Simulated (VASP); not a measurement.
A run of VASP 6.6.1 is set up as follows.

Contents of INCAR:

```
PREC = Accurate
ENCUT = 520
EDIFF = 1E-8
ISMEAR = -1
SIGMA = 0.05
LREAL = F
LASPH = T
NELM = 80
ALGO = Normal
ISIF = 2
LWAVE = F
LCHARG = F
GGA = PE
LEFG = T
NBANDS = 11
```

Contents of KPOINTS:

```
Automatic mesh
0
Gamma
  16 16 16
```

File POSCAR:

```
Si
1.0
   -2.2510000000      2.3685000000      1.2367500000
    2.2510000000     -2.3685000000      1.2367500000
    2.2510000000      2.3685000000     -1.2367500000
Si
2
Direct
    0.8070000000      0.5570000000      0.2500000000
    0.1930000000      0.4430000000      0.7500000000
```

Potentials or basis: VASP PAW PBE potentials, release 64 (Si).

Command:

```sh
$ cat potpaw_PBE.64/Si/POTCAR > POTCAR
$ mpirun -np 1 vasp_std > vasp.out
```

(1) What does it give for the pressure?

(2) What does it give for the band gap on the k mesh?

(3) Estimate the largest force.

## Answers

(1) 21.1 GPa.

(2) zero (bands 4 and 5 overlap by 7.42 eV).

(3) 0.035 eV/Å.

Caveat: the cell differs from its parent crystal (zz strain of -3 %); the cell stands under pressure; without QUAD_EFG the Cq values of the log hold for a quadrupole moment of 1 mb, not for the nuclei.
